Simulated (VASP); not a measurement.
## CuAu: relaxation of cell and atoms with PBE

CuAu:

```xyz
6
Lattice="5.0136 0.0000 0.0000 -2.5068 4.3419 0.0000 0.0000 0.0000 4.0451" Properties=species:S:1:pos:R:3 pbc="T T T"
Cu    2.5068    0.0000    0.0000
Cu    1.2534    2.1710    0.0000
Cu   -1.2534    2.1710    0.0000
Au    0.0000    0.0000    0.0000
Au    0.0000    2.8946    2.0225
Au    2.5068    1.4473    2.0225
```

```yaml
Program: VASP 6.6.1
Task: relaxation of cell and atoms
Functional: PBE
Potentials_or_basis: VASP PAW PBE potentials, release 64 (Cu, Au)
Cutoff: 600 eV
k_mesh: 6 × 6 × 4
Occupations: gaussian, width 0.1 eV
Spin: no spin polarisation
Dipole_correction: no
Further_INCAR_settings: ALGO = Fast; EDIFF = 1e-06; IBRION = 2; EDIFFG = -0.04; NSW = 90; ISIF = 3
```

| Property | Result |
| --- | --- |
| Relaxed volume | 17.10 Å³/atom |
| Relaxed cell | a = 5.185 Å, b = 5.185 Å, c = 4.405 Å, α = 90.00°, β = 90.00°, γ = 120.00° |
| Space group after relaxing (to 0.1 Å) | P6/mmm (No. 191) |
| Energy gained by relaxing | 163.6 meV/atom |
| Ionic steps | 9 |
| Pressure after relaxing | 0.0 GPa |
| Band gap on the k mesh | zero (bands 33 and 34 overlap by 1.55 eV) |

Stress tensor (GPa, compression positive):
```
 0.07  0.00  0.00
 0.00  0.07  0.00
 0.00  0.00 -0.09
```

Step by step:
```tsv
step	energy change (eV)	largest force (eV/Å)	pressure (GPa)	volume (Å³)
1	0.0000	0.0000	24.44	88.06
2	-0.2462	0.0000	-11.31	119.72
3	-0.9555	0.0000	-0.59	102.78
4	-0.9558	0.0000	-0.48	102.47
5	-0.9551	0.0000	-0.04	102.02
6	-0.9754	0.0000	0.45	101.80
7	-0.9809	0.0000	0.73	101.56
8	-0.9811	0.0000	0.61	101.60
9	-0.9817	0.0000	0.02	102.57
```

Final structure:
```cif
data_structure
_symmetry_space_group_name_H-M 'P 1'
_symmetry_Int_Tables_number 1
_cell_length_a 5.1853
_cell_length_b 5.1853
_cell_length_c 4.4051
_cell_angle_alpha 90.000
_cell_angle_beta 90.000
_cell_angle_gamma 120.000
_cell_volume 102.57
loop_
_atom_site_label
_atom_site_type_symbol
_atom_site_fract_x
_atom_site_fract_y
_atom_site_fract_z
_atom_site_occupancy
Cu1 Cu 0.50000 0.00000 0.00000 1
Cu2 Cu 0.50000 0.50000 0.00000 1
Cu3 Cu 0.00000 0.50000 0.00000 1
Au1 Au 0.00000 0.00000 0.00000 1
Au2 Au 0.33333 0.66667 0.50000 1
Au3 Au 0.66667 0.33333 0.50000 1
```

Levels at points of the mesh, in eV from the Fermi level:
```csv
k point,band 31,band 32,band 33,band 34,band 35,band 36
"(0.00, 0.00, 0.00)",-1.19,0.44,0.80,1.53,1.53,2.09
"(0.50, 0.00, 0.00)",-1.69,-1.30,0.03,0.61,3.70,4.77
"(0.00, 0.00, 0.50)",-1.09,-1.09,0.14,2.25,2.25,3.38
"(0.50, 0.00, 0.50)",-1.37,-1.18,-1.04,-0.74,1.24,2.61
```

It took 19 min on 1 thread of Intel Xeon 8259CL (shared host), peak memory 0.28 GiB.

Caveat: the k points lie up to 0.36 Å⁻¹ apart in the final cell, too coarse for converged energies and pressures of a metal; the volume moved by over 15 % at a fixed basis, so the end points are rough; spin-orbit coupling is left out, which moves the levels of the heavy elements.
